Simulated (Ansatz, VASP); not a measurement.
# Two plane-wave programs on Be3Se

```xyz
4
Lattice="3.6283 0.0000 0.0000 0.0000 3.6283 0.0000 0.0000 0.0000 3.6283" Properties=species:S:1:pos:R:3 pbc="T T T"
Be    0.0000    1.8142    1.8142
Be    1.8142    0.0000    1.8142
Be    1.8142    1.8142    0.0000
Se    0.0000    0.0000    0.0000
```

Alike in both runs: task relaxation of cell and atoms; functional PBE; k mesh 12 × 12 × 12; occupations gaussian, width 0.1 eV; no spin polarisation.

|  | VASP | Ansatz |
| --- | --- | --- |
| version | VASP 6.6.1 | Ansatz 0.2.0 |
| potentials or method | VASP PAW PBE potentials, release 64 (Be, Se), cutoff 600 eV | scalar-relativistic, plane waves, PAW |
| valence electrons in the cell | 12 | 22 |

|  | VASP | Ansatz | Ansatz less VASP |
| --- | --- | --- | --- |
| gap on the k mesh at the Fermi level, each at its own relaxed structure (eV) | none | none | - |
| relaxed volume (Å³/atom) | 11.99 | 11.99 | -0.002 |
| relaxed length of the cell vector where the two differ most in proportion (Å) | 3.633 | 3.633 | -0.0002 |

A gap of «none» marks a metal or a gap that the smearing closes. VASP's potentials hold 12 valence electrons a cell and Ansatz's 22, so a difference there can come from the potentials and not from the codes.
